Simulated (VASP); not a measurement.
Te:

```
Te
1.0
     3.44206    0.00000    0.00000
    -1.72103    2.98092    0.00000
     0.00000    0.00000    5.62089
Te
2
Direct
  0.33333 0.66667 0.25000
  0.66667 0.33333 0.75000
```

- Program: VASP 6.6.1
- Task: relaxation of cell and atoms
- Functional: r2SCAN
- Potentials or basis: VASP PAW PBE potentials, release 64 (Te)
- Cutoff: 600 eV
- k mesh: 11 × 11 × 6
- Occupations: fermi-dirac, width 0.1 eV
- Spin: no spin polarisation

At the start: pressure -0.7 GPa; volume 28.84 Å³/atom.

Task: Where does the relaxation end?

Result: Over 22 steps the energy falls by 304.2 meV/atom and the volume is 31.34 Å³/atom (+8.7 %); space group P6_3/mmc (No. 194, to 0.05 Å).

The path:
| step | energy change (eV) | largest force (eV/Å) | pressure (GPa) | volume (Å³) |
| --- | --- | --- | --- | --- |
| 1 | 0.0000 | 0.0000 | -0.75 | 57.67 |
| 2 | -0.0310 | 0.0000 | 0.21 | 56.54 |
| 3 | -0.1060 | 0.0000 | 3.24 | 54.11 |
| 4 | -0.0479 | 0.0000 | 15.02 | 49.01 |
| 5 | -0.1413 | 0.0000 | 6.09 | 52.46 |
| 6 | -0.1436 | 0.0000 | 7.31 | 51.88 |
| 7 | -0.1468 | 0.0000 | 7.45 | 51.83 |
| 8 | -0.1560 | 0.0000 | 7.87 | 51.68 |
| 9 | -0.1717 | 0.0000 | 8.79 | 51.38 |
| 10 | -0.1815 | 0.0000 | 10.96 | 50.74 |
| 11 | -0.2064 | 0.0000 | 10.70 | 50.99 |
| 12 | -0.2727 | 0.0000 | 10.07 | 51.72 |
| 13 | -0.3677 | 0.0000 | 9.29 | 53.12 |
| 14 | -0.4312 | 0.0000 | 8.60 | 55.67 |
| 15 | -0.5210 | 0.0000 | 5.68 | 57.52 |
| 16 | -0.6063 | 0.0000 | 0.76 | 61.63 |
| 17 | -0.6081 | 0.0000 | 0.13 | 62.29 |
| 18 | -0.6081 | 0.0000 | 0.00 | 62.43 |
| 19 | -0.6082 | 0.0000 | 0.00 | 62.45 |
| 20 | -0.6083 | 0.0000 | -0.01 | 62.51 |
| 21 | -0.6085 | 0.0000 | -0.02 | 62.64 |
| 22 | -0.6085 | 0.0000 | -0.03 | 62.68 |

Final structure:
```yaml
crystal:
  lattice:
    - [4.06205, 0.00000, 0.00000]
    - [-2.03102, 3.51783, 0.00000]
    - [0.00000, 0.00000, 4.38627]
  atoms:
    - { symbol: Te, position: [0.33333, 0.66667, 0.25000] }
    - { symbol: Te, position: [0.66667, 0.33333, 0.75000] }
```

Caveat: the PAW data sets were made with another functional, which shifts forces and pressure a little.
